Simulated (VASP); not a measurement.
# Si3C3N8 (P-6) in VASP: single point with r2SCAN

Aim: the single point of Si3C3N8 with r2SCAN.

Program: VASP 6.6.1. These are calculated values, not measurements. Logs are shortened: lines on timing, memory, paths and dates and some standing lists are left out, and cuts for length are marked.

## Step 1: The cell of the first run

The structure is hexagonal, space group P-6 (No. 174). Conventional cell: a = 7.042 Å, b = 7.042 Å, c = 2.668 Å, α = 90.00°, β = 90.00°, γ = 120.00°. Si (site symmetry m) has 4 N at 1.68 to 1.74 Å within 2.2 Å. C (site symmetry m) has 4 N at 1.43 to 1.58 Å within 1.9 Å. N (site symmetry -6) has 3 Si at 1.70 Å within 2.3 Å. N (site symmetry -6) has 3 C at 1.48 Å within 2.0 Å. Within 2.1 Å of N (site symmetry m) lie 2 C at 1.58 Å and 1 Si at 1.74 Å. N (site symmetry m) has 1 C at 1.43 Å and 2 Si at 1.68 Å within 1.9 Å.

## Step 2: Single point, r2SCAN

Contents of POSCAR:

```
Si3C3N8
1.0
    7.0423664737     -0.0000000028      0.0000000000
   -3.5211832344      6.0988682704      0.0000000000
    0.0000000000      0.0000000000      2.6683409762
Si C N
3 3 8
Direct
    0.2255296523      0.8349499168      0.5000000000
    0.1650500832      0.3905797355      0.5000000000
    0.6094202645      0.7744703477      0.5000000000
    0.4257734372      0.2366594532      0.0000000000
    0.8108860161      0.5742265628      0.0000000000
    0.7633405468      0.1891139839      0.0000000000
    0.3333333333      0.6666666667      0.5000000000
    0.6666666667      0.3333333333      0.0000000000
    0.9483609663      0.6380112631      0.5000000000
    0.3039731706      1.0023010562      0.0000000000
    0.6983278856      0.6960268294      0.0000000000
    0.3619887369      0.3103497032      0.5000000000
   -0.0023010562      0.3016721144      0.0000000000
    0.6896502968      0.0516390337      0.5000000000
```

Contents of INCAR.step1:

```
SYSTEM = Si3C3N8
  PREC = Accurate
  ENCUT = 520
  ISMEAR = 0
  SIGMA = 0.01
  LREAL = .False.
  LASPH = .True.
  NELM = 80
  NBANDS = 45
  GGA = PE
  ALGO = Normal
  EDIFF = 1E-4
  LWAVE = .True.
  LCHARG = .False.
```

Contents of INCAR.step2:

```
SYSTEM = Si3C3N8
  PREC = Accurate
  ENCUT = 520
  EDIFF = 1E-7
  ISMEAR = 0
  SIGMA = 0.01
  LREAL = .False.
  LASPH = .True.
  NELM = 80
  ALGO = Normal
  ISIF = 2
  LWAVE = .False.
  LCHARG = .False.
  METAGGA = R2SCAN
  LMIXTAU = .True.
  NBANDS = 45
  ISTART = 1
```

Contents of KPOINTS:

```
regular mesh
0
Gamma
  6 6 10
  0 0 0
```

Potentials or basis: VASP PAW PBE potentials, release 64 (Si, C, N).

Run with:

```sh
$ cat potpaw_PBE.64/Si/POTCAR potpaw_PBE.64/C/POTCAR potpaw_PBE.64/N/POTCAR > POTCAR
$ cp INCAR.step1 INCAR
$ mpirun -np 1 vasp_std > vasp.out
$ cp INCAR.step2 INCAR
$ mpirun -np 1 vasp_std > vasp.out
```

OUTCAR:

```text
SYSTEM = Si3C3N8
   PREC = Accurate
   ENCUT = 520
   EDIFF = 1E-7
   ISMEAR = 0
   LREAL = .False.
   LASPH = .True.
   NELM = 80
   ISIF = 2
   METAGGA = R2SCAN
   ISTART = 1

 ion  position               nearest neighbor table
   1  0.226  0.835  0.500-  10 1.68  10 1.68   7 1.70   9 1.74   3 2.94   2 2.94
   2  0.165  0.391  0.500-  13 1.68  13 1.68   7 1.70  12 1.74   1 2.94   3 2.94
   3  0.609  0.774  0.500-  11 1.68  11 1.68   7 1.70  14 1.74   1 2.94   2 2.94
   4  0.426  0.237  0.000-  10 1.43   8 1.48  12 1.58  12 1.58
   5  0.811  0.574  0.000-  11 1.43   8 1.48   9 1.58   9 1.58
   6  0.763  0.189  0.000-  13 1.43   8 1.48  14 1.58  14 1.58
   7  0.333  0.667  0.500-   1 1.70   2 1.70   3 1.70
   8  0.667  0.333  0.000-   6 1.48   4 1.48   5 1.48
   9  0.948  0.638  0.500-   5 1.58   5 1.58   1 1.74
  10  0.304  0.002  0.000-   4 1.43   1 1.68   1 1.68
  11  0.698  0.696  0.000-   5 1.43   3 1.68   3 1.68
  12  0.362  0.310  0.500-   4 1.58   4 1.58   2 1.74
  13  0.998  0.302  0.000-   6 1.43   2 1.68   2 1.68
  14  0.690  0.052  0.500-   6 1.58   6 1.58   3 1.74

  LATTYP: Found a hexagonal cell.
 ALAT       =     7.0423664737
 C/A-ratio  =     0.3788983414

  Lattice vectors:

 A1 = (   7.0423664737,  -0.0000000028,   0.0000000000)
 A2 = (  -3.5211832344,   6.0988682704,   0.0000000000)
 A3 = (   0.0000000000,   0.0000000000,   2.6683409762)

Analysis of symmetry for initial positions (statically):
=====================================================================
 Subroutine PRICEL returns:
 Original cell was already a primitive cell.

 Routine SETGRP: Setting up the symmetry group for a
 hexagonal supercell.

 Subroutine GETGRP returns: Found  6 space group operations
 (whereof  6 operations were pure point group operations)
 out of a pool of 24 trial point group operations.

The static configuration has the point symmetry C_3h.

Analysis of symmetry for dynamics (positions and initial velocities):
=====================================================================
 Subroutine PRICEL returns:
 Original cell was already a primitive cell.

 Routine SETGRP: Setting up the symmetry group for a
 hexagonal supercell.

 Subroutine GETGRP returns: Found  6 space group operations
 (whereof  6 operations were pure point group operations)
 out of a pool of 24 trial point group operations.

The dynamic configuration has the point symmetry C_3h.

 Subroutine INISYM returns: Found  6 space group operations
 (whereof  6 operations are pure point group operations),
 and found     1 'primitive' translations

----------------------------------------------------------------------------------------

                                     Primitive cell

  volume of cell :     114.6065

  direct lattice vectors                    reciprocal lattice vectors
     7.042366474 -0.000000003  0.000000000     0.141997722  0.081982423  0.000000000
    -3.521183234  6.098868270  0.000000000     0.000000000  0.163964847  0.000000000
     0.000000000  0.000000000  2.668340976     0.000000000  0.000000000  0.374764698

  length of vectors
     7.042366474  7.042366474  2.668340976     0.163964847  0.163964847  0.374764698

  position of ions in fractional coordinates (direct lattice)
     0.225529652  0.834949917  0.500000000
     0.165050083  0.390579735  0.500000000
     0.609420265  0.774470348  0.500000000
     0.425773437  0.236659453  0.000000000
     0.810886016  0.574226563  0.000000000
     0.763340547  0.189113984  0.000000000
     0.333333333  0.666666667  0.500000000
     0.666666667  0.333333333  0.000000000
     0.948360966  0.638011263  0.500000000
     0.303973171  0.002301056  0.000000000
     0.698327886  0.696026829  0.000000000
     0.361988737  0.310349703  0.500000000
     0.997698944  0.301672114  0.000000000
     0.689650297  0.051639034  0.500000000

  ion indices of the primitive-cell ions
   primitive index   ion index
                 1           1
                 2           2
                 3           3
                 4           4
                 5           5
                 6           6
                 7           7
                 8           8
                 9           9
                10          10
                11          11
                12          12
                13          13
                14          14

----------------------------------------------------------------------------------------

 KPOINTS: regular mesh

Automatic generation of k-mesh.
 Grid dimensions read from file:
 generate k-points for:    6    6   10

 Generating k-lattice:

  Cartesian coordinates                     Fractional coordinates (reciprocal lattice)
     0.023666287  0.013663737  0.000000000     0.166666667  0.000000000  0.000000000
     0.000000000  0.027327474  0.000000000     0.000000000  0.166666667  0.000000000
     0.000000000  0.000000000  0.037476470     0.000000000  0.000000000  0.100000000

  Length of vectors
     0.027327474  0.027327474  0.037476470

  Shift w.r.t. Gamma in fractional coordinates (k-lattice)
     0.000000000  0.000000000  0.000000000

 Subroutine IBZKPT returns following result:
 ===========================================

 Found     48 irreducible k-points:

 Following reciprocal coordinates:
            Coordinates               Weight
  0.000000  0.000000  0.000000      1.000000
  0.166667 -0.000000  0.000000      6.000000
  0.333333 -0.000000  0.000000      6.000000
  0.500000 -0.000000  0.000000      3.000000
  0.166667  0.166667  0.000000      6.000000
  0.333333  0.166667  0.000000      6.000000
[... 16 lines left out ...]
 -0.333333  0.500000 -0.200000     12.000000
  0.333333  0.333333  0.200000      4.000000
 [... further k-points ...]
   k-points           NKPTS =     48   k-points in BZ     NKDIM =     48   number of bands    NBANDS=     45
   number of dos      NEDOS =    301   number of ions     NIONS =     14
   total plane-waves  NPLWV =  58320
   dimension x,y,z NGX =    54 NGY =   54 NGZ =   20
   dimension x,y,z NGXF=   108 NGYF=  108 NGZF=   40
   ions per type =               3   3   8
   NGX,Y,Z   is equivalent  to a cutoff of  12.75, 12.75, 12.46 a.u.
   NGXF,Y,Z  is equivalent  to a cutoff of  25.50, 25.50, 24.92 a.u.
 SYSTEM =  Si3C3N8
   PREC   = accura    normal or accurate (medium, high low for compatibility)
   ISTART =      1    job   : 0-new  1-cont  2-samecut
   ICHARG =      0    charge: 1-file 2-atom 10-const
   ISPIN  =      1    spin polarized calculation?
   LNONCOLLINEAR =      F non collinear calculations
   LSORBIT =      F    spin-orbit coupling
   LASPH  =      T    aspherical Exc in radial PAW
   ENCUT  =  520.0 eV  38.22 Ry    6.18 a.u.  13.09 13.09  4.96*2*pi/ulx,y,z
   NELM   =     80;   NELMIN=  2; NELMDL=  0     # of ELM steps
   EDIFF  = 0.1E-06   stopping-criterion for ELM
   LREAL  =      F    real-space projection
   EDIFFG = 0.1E-05   stopping-criterion for IOM
   NSW    =      0    number of steps for IOM
   IBRION =     -1    ionic relax: 0-MD 1-quasi-New 2-CG
   NFREE  =      0    steps in history (QN), initial steepest desc. (CG)
   ISIF   =      2    stress and relaxation
   ISYM   =      2    0-nonsym 1-usesym 2-fastsym
   POTIM  = 0.5000    time-step for ionic-motion
   TEBEG  =    0.0;   TEEND  =   0.0 temperature during run
   PSTRESS=    0.0 pullay stress
   NELECT =      64.0000    total number of electrons
   NUPDOWN=      -1.0000    fix difference up-down
   EMIN   =  10.00;   EMAX   =-10.00  energy-range for DOS
   EFERMI =   0.00;   METHOD = LEGACY
   ISMEAR =     0;   SIGMA  =   0.01  broadening in eV -4-tet -1-fermi 0-gaus
   EFERMI_NEDOS =   21; number of points for ismear=-14 and -15
   IALGO  =     38    algorithm
   IMIX   =      4    mixing-type and parameters
     AMIX     =   0.40;   BMIX     =  1.00
     AMIX_MAG =   1.60;   BMIX_MAG =  1.00
  volume/ion in A,a.u.               =       8.19        55.24
  Fermi-wavevector in a.u.,A,eV,Ry     =   1.348130  2.547596 24.727968  1.817454
  Thomas-Fermi vector in A             =   2.475824
   LORBIT       =      0    0 simple, 1 ext, 2 COOP (PROOUT), +10 PAW based schemes
   METAGGA = R2SCAN    functional components
   LHFCALC =     F    Hartree Fock is set to
   AEXX    =    0.0000 exact exchange contribution
   IVDW    =     0    specifies the selected vdW correction
   LEPSILON=     F    determine dielectric tensor
   LRPA    =     F    only Hartree local field effects (RPA)
 non-spin polarized calculation
 Gauss-broadening in eV      SIGMA  =   0.01
  energy-cutoff  :      520.00
  volume of cell :      114.61
 maximum number of plane-waves:      3120
 NGX is ok and might be reduce to    54
   NGX = 27   NGY = 27   NGZ =  9

 number of electron      63.9999993 magnetization

 Free energy of the ion-electron system (eV)
  ---------------------------------------------------
  ext. energy  EPLUGINS =         0.00000000
  ---------------------------------------------------
  free energy    TOTEN  =      -131.59993820 eV

  energy without entropy =     -131.59993820  energy(sigma->0) =     -131.59993820

 E-fermi :   7.7478     XC(G=0): -12.3352

 val. band max:        7.6477324275   @ k =   0.0000   0.0000   0.1000
 cond. band min:      10.3311680152   @ k =   0.0000   0.0000   0.0000
 fundamental gap:      2.6834355877
 Fermi energy:         7.7478126196

 k-point     1 :       0.0000    0.0000    0.0000
  band No.  band energies     occupation
      1     -15.2019      2.00000
      2     -13.2452      2.00000
      3     -13.2452      2.00000
      4     -11.5629      2.00000
      5     -10.7898      2.00000
      6     -10.7898      2.00000
[... 36 lines left out ...]
     43      16.0469      0.00000
     44      16.1494      0.00000

 k-point     2 :       0.1667   -0.0000    0.0000
  band No.  band energies     occupation
      1     -15.1649      2.00000
      2     -13.3674      2.00000
      3     -13.2666      2.00000
      4     -11.5882      2.00000
      5     -10.7450      2.00000
      6     -10.6016      2.00000
[... 36 lines left out ...]
     43      16.2087      0.00000
     44      16.2466      0.00000

 k-point     3 :       0.3333   -0.0000    0.0000
  band No.  band energies     occupation
      1     -15.0798      2.00000
      2     -13.6004      2.00000
      3     -13.3071      2.00000
      4     -11.6241      2.00000
      5     -10.6463      2.00000
      6     -10.2136      2.00000
[... 36 lines left out ...]
     43      16.3156      0.00000
     44      16.4773      0.00000

 k-point     4 :       0.5000   -0.0000    0.0000
  band No.  band energies     occupation
      1     -15.0297      2.00000
      2     -13.7162      2.00000
      3     -13.3262      2.00000
      4     -11.6392      2.00000
      5     -10.5937      2.00000
      6      -9.9539      2.00000
[... 882 lines left out ...]
     43      16.6480      0.00000
     44      17.1193      0.00000

 k-point    23 :      -0.3333    0.5000   -0.2000
  band No.  band energies     occupation
      1     -14.5058      2.00000
      2     -13.0889      2.00000
      3     -12.8189      2.00000
      4     -11.0347      2.00000
      5     -10.3363      2.00000
      6      -9.5383      2.00000
[... 36 lines left out ...]
     43      16.7029      0.00000
     44      16.9917      0.00000

 k-point    24 :       0.3333    0.3333    0.2000
  band No.  band energies     occupation
      1     -14.4832      2.00000
      2     -13.0936      2.00000
      3     -12.8959      2.00000
      4     -10.8881      2.00000
      5     -10.4888      2.00000
      6      -9.3545      2.00000
[... 36 lines left out ...]
     43      16.9317      0.00000
     44      17.0302      0.00000

 [... further k-points ...]

 [bands above 44 left out]

------------------------ aborting loop because EDIFF is reached ----------------------------------------

  FORCE on cell =-STRESS in cart. coord.  units (eV):
  Direction    XX          YY          ZZ          XY          YZ          ZX
  --------------------------------------------------------------------------------------
  -------------------------------------------------------------------------------------
  Total        0.2375245      0.2375245      0.1978197      0.0000003      0.0000000      0.0000000
  in kB        3.3205483      3.3205483      2.7654822      0.0000038      0.0000000      0.0000000
  external PRESSURE =       3.1355263 kB  Pullay stress =       0.0000000 kB

 VOLUME and BASIS-vectors are now :
 -----------------------------------------------------------------------------
  energy-cutoff  :      520.00
  volume of cell :      114.61
      direct lattice vectors                 reciprocal lattice vectors
     7.042366474 -0.000000003  0.000000000     0.141997722  0.081982423  0.000000000
    -3.521183234  6.098868270  0.000000000     0.000000000  0.163964847  0.000000000
     0.000000000  0.000000000  2.668340976     0.000000000  0.000000000  0.374764698

 POSITION                                       TOTAL-FORCE (eV/Angst)
 -----------------------------------------------------------------------------------
     -1.35175      5.09225      1.33417        -0.005187      0.000762      0.000000
     -0.21296      2.38209      1.33417         0.001934     -0.004873     -0.000000
      1.56471      4.72339      1.33417         0.003253      0.004111      0.000000
      2.16513      1.44335      0.00000        -0.025583      0.036510     -0.000000
      3.68860      3.50213      0.00000         0.044411      0.003900      0.000000
      4.70982      1.15338      0.00000        -0.018827     -0.040411      0.000000
      0.00000      4.06591      1.33417        -0.000000      0.000000      0.000000
      3.52118      2.03296      0.00000        -0.000000      0.000000      0.000000
      4.43215      3.89115      1.33417         0.046887      0.032066     -0.000000
      2.13259      0.01403      0.00000        -0.007610     -0.096524     -0.000000
      2.46704      4.24498      0.00000        -0.079787      0.054852      0.000000
      1.45646      1.89278      1.33417        -0.051214      0.024573      0.000000
      5.96392      1.83986      0.00000         0.087397      0.041671      0.000000
      4.67494      0.31494      1.33417         0.004326     -0.056639      0.000000
 -----------------------------------------------------------------------------------
    total drift:                               -0.000006     -0.000012     -0.000000

  FREE ENERGIE OF THE ION-ELECTRON SYSTEM (eV)
  ---------------------------------------------------
  free  energy   TOTEN  =      -131.5999381957 eV

  energy  without entropy=     -131.5999381957  energy(sigma->0) =     -131.59993820
```

Run time: 22 min. Hardware: 1 thread of Intel Xeon 8259CL, shared host; peak memory 0.36 GiB.

Results:

- Free energy: -131.5999 eV
- Pressure: 0.3 GPa
- Largest force: 0.097 eV/Å
- Band gap on the k mesh: 2.68 eV (least direct gap 2.85 eV)

Forces in eV/Å, atoms in the order of the input:
```
Si  -0.005  0.001  0.000
Si   0.002 -0.005  0.000
Si   0.003  0.004  0.000
C   -0.026  0.037  0.000
C    0.044  0.004  0.000
C   -0.019 -0.040  0.000
N    0.000  0.000  0.000
N    0.000  0.000  0.000
N    0.047  0.032  0.000
N   -0.008 -0.097  0.000
N   -0.080  0.055  0.000
N   -0.051  0.025  0.000
N    0.087  0.042  0.000
N    0.004 -0.057  0.000
```

Levels at points of the mesh, in eV from the valence-band top:
```csv
k point,band 28,band 29,band 30,band 31,band 32,band 33,band 34,band 35,band 36,band 37
"(0.00, 0.00, 0.00)",-1.27,-1.27,-0.58,-0.36,-0.16,2.68,3.05,3.05,5.29,5.89
"(0.50, 0.00, 0.00)",-1.79,-1.52,-0.68,-0.43,-0.26,3.07,3.13,3.22,5.45,5.84
"(0.00, 0.00, 0.50)",-2.24,-2.24,-1.81,-1.81,-1.44,3.36,3.36,5.83,5.83,5.96
"(0.50, 0.00, 0.50)",-2.22,-2.05,-1.77,-1.56,-1.07,3.07,3.97,4.98,5.97,6.46
```

Caveat: the PAW data sets were made with another functional, which shifts forces and pressure a little. A k mesh can miss the band edges.
